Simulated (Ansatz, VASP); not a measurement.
**SnH5 in VASP and in Ansatz**

```
CELL_PARAMETERS angstrom
3.89094 0.00000 0.00000
-1.94547 3.36965 0.00000
0.00000 0.00000 5.28175
ATOMIC_POSITIONS crystal
Sn 0.00000 0.00000 0.50000
H 0.66667 0.33333 0.79599
H 0.00000 0.00000 0.00000
H 0.66667 0.33333 0.20401
H 0.33333 0.66667 0.20401
H 0.33333 0.66667 0.79599
```

Change from the starting cell: species swapped into the BaSn5 type (P6/mmm, No. 191).

Alike in both runs: task relaxation of cell and atoms; functional PBE; k mesh 6 × 6 × 4; occupations gaussian, width 0.1 eV; no spin polarisation.

|  | VASP | Ansatz |
| --- | --- | --- |
| version | VASP 6.6.1 | Ansatz 0.2.0 |
| potentials or method | VASP PAW PBE potentials, release 64 (Sn_d, H_h), cutoff 910 eV | scalar-relativistic, plane waves, PAW |
| valence electrons in the cell | 19 | 19 |

Ansatz gave:

| Property | Result |
| --- | --- |
| gap on the k mesh at the Fermi level, each at its own relaxed structure (eV) | none |
| relaxed volume (Å³/atom) | 9.83 |
| relaxed length of the cell vector where the two differ most in proportion (Å) | 4.057 |

What did VASP give for the same quantities?

gap on the k mesh at the Fermi level, each at its own relaxed structure (eV): none; relaxed volume (Å³/atom): 9.73; relaxed length of the cell vector where the two differ most in proportion (Å): 4.025.

A gap of «none» marks a metal or a gap that the smearing closes.

Noted on VASP's run: the volume moved by over 15 % at a fixed basis, so the end points are rough.
